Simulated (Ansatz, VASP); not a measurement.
## Two plane-wave programs on WS2

```
W S
1.0
     3.15421    0.00000    0.00000
    -1.57710    2.73162    0.00000
     0.00000    0.00000   12.62551
W S
2 4
Direct
  0.33333 0.66667 0.25000
  0.66667 0.33333 0.75000
  0.33333 0.66667 0.62029
  0.66667 0.33333 0.12029
  0.33333 0.66667 0.87971
  0.66667 0.33333 0.37971
```

Change from the starting cell: strain +0.000 along x and y, +0.040 along z, atoms carried along.

Alike in both runs: task single point; functional PBE; dispersion D3(BJ); k mesh 12 × 12 × 4; occupations gaussian, width 0.05 eV; no spin polarisation.

```csv
,VASP,Ansatz
version,VASP 6.6.1,Ansatz 0.2.0
potentials or method,"VASP PAW PBE potentials, release 64 (W_sv, S), cutoff 520 eV","scalar-relativistic, plane waves, PAW"
valence electrons in the cell,52,52
```

```tsv
	VASP	Ansatz	Ansatz less VASP
gap on the k mesh at the Fermi level (eV)	1.06	1.05	-0.014
least direct gap on the mesh (eV)	1.99	1.99	-0.002
pressure (GPa)	-6.5	-6.5	+0.03
traceless stress, the component that is largest in VASP (GPa)	-5.34	-5.35	-0.007
rms of the force components (eV/Å)	0.518	0.519	+0.0013
```

Atom by atom the forces differ by 0.001 eV/Å (rms over components).

Spin-orbit coupling is off throughout.
